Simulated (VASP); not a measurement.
Ge, 4 atoms in the cell. The structure is hexagonal, space group P6_3/mmc (No. 194). Conventional cell: a = 4.191 Å, b = 4.191 Å, c = 6.904 Å, α = 90.00°, β = 90.00°, γ = 120.00°. Within 3.4 Å of Ge (site symmetry 3m) lie 4 Ge at 2.57 to 2.59 Å. This isn't the form of Ge at room conditions, which is diamond.

* Program: VASP 6.6.1
* Task: single point
* Functional: PBE
* Potentials or basis: VASP PAW PBE potentials, release 64 (Ge_d)
* Cutoff: 520 eV
* k mesh: 12 × 12 × 6
* Occupations: gaussian, width 0.1 eV
* Spin: no spin polarisation
* Dipole correction: no
* Further INCAR settings: ALGO = Normal; EDIFF = 1e-07; NBANDS = 36

Potentials or basis: VASP PAW PBE potentials, release 64 (Ge_d).

Run with:

```console
$ cat potpaw_PBE.64/Ge_d/POTCAR > POTCAR
$ mpirun -np 1 vasp_std > vasp.out
```

Hardware: 1 thread of AMD EPYC 7R13 Processor (Zen 3), on a shared host.

How long does it take, and how much memory?

Run time: 3.3 min on 1 thread of AMD EPYC 7R13 Processor (Zen 3), with other jobs on the host, peak memory 0.31 GiB. Counts: scf iterations 14, k points 76.
